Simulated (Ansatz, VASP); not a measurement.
## ZrS2: VASP beside Ansatz

```
CELL_PARAMETERS angstrom
3.67440 0.00000 0.00000
-1.83720 3.18212 0.00000
0.00000 0.00000 5.85686
ATOMIC_POSITIONS crystal
Zr 0.00000 0.00000 0.00000
S 0.33333 0.66667 0.24623
S 0.66667 0.33333 0.75377
```

Alike in both runs: task single point; functional PBE; k mesh 6 × 6 × 4; no spin polarisation.

```csv
,VASP,Ansatz
version,VASP 6.6.1,Ansatz 0.2.0
potentials or method,"VASP PAW PBE potentials, release 64 (Zr_sv, S)","plane waves, PAW"
plane-wave cutoff (eV),500,420
occupations,"gaussian, width 0.01 eV",fixed
valence electrons in the cell,24,24
```

Ansatz gave:

```
gap on the k mesh at the Fermi level (eV)                     : 0.88
pressure (GPa)                                                : 1.4
traceless stress, the component that is largest in VASP (GPa) : 0.58
rms of the force components (eV/Å)                            : 0.014
```

**Question.** Which values does VASP return?

**Answer.** gap on the k mesh at the Fermi level (eV): 0.88; pressure (GPa): 1.3; traceless stress, the component that is largest in VASP (GPa): 0.61; rms of the force components (eV/Å): 0.018.

Atom by atom the forces differ by 0.003 eV/Å (rms over components).
